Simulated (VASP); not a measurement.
A run of VASP 6.6.1 is set up as follows.

File INCAR:

```
SYSTEM = WS2
PREC = Accurate ; ENCUT = 520
EDIFF = 1E-7 ; ISMEAR = 0
SIGMA = 0.05 ; LREAL = .False.
LASPH = .True. ; NELM = 80
ALGO = Normal ; ISIF = 2
LWAVE = .False. ; LCHARG = .False.
GGA = PS ; NBANDS = 64
```

Contents of KPOINTS:

```
Automatic mesh
0
Gamma
  6 6 6
  0 0 0
```

File POSCAR:

```
WS2
1.0
    3.1580007686      5.4698177815      0.0000000000
    6.3160015371      0.0000000000      0.0000000000
    3.1580007686      1.8232725938     -6.1633300000
W S
4 8
Direct
    0.0000000000      0.0000000000      0.0000000000
    0.0000000000      0.5000000000      0.0000000000
    0.5000000000      0.0000000000      0.0000000000
    0.5000000000      0.5000000000      0.0000000000
    0.7503000000      0.7503000000      0.7491000000
    0.7503000000      0.2503000000      0.7491000000
    0.2503000000      0.7503000000      0.7491000000
    0.2503000000      0.2503000000      0.7491000000
    0.5810000000      0.5810000000      0.2570000000
    0.5810000000      0.0810000000      0.2570000000
    0.0810000000      0.5810000000      0.2570000000
    0.0810000000      0.0810000000      0.2570000000
```

Potentials or basis: VASP PAW PBE potentials, release 64 (W_sv, S).

Launch:

```sh
$ cat potpaw_PBE.64/W_sv/POTCAR potpaw_PBE.64/S/POTCAR > POTCAR
$ mpirun -np 1 vasp_std > vasp.out
```

(1) What does it give for the largest force?

(2) What does it give for the pressure?

(3) What does it give for the band gap on the k mesh?

## Answers

(1) 0.601 eV/Å.

(2) -0.5 GPa.

(3) 0.99 eV.

Caveat: the PAW data sets were made with another functional, which shifts forces and pressure a little; spin-orbit coupling is left out, which moves the levels of the heavy elements; this functional lacks dispersion, which binds layers or chains, so the pressure and a relaxed spacing across them are unreliable.
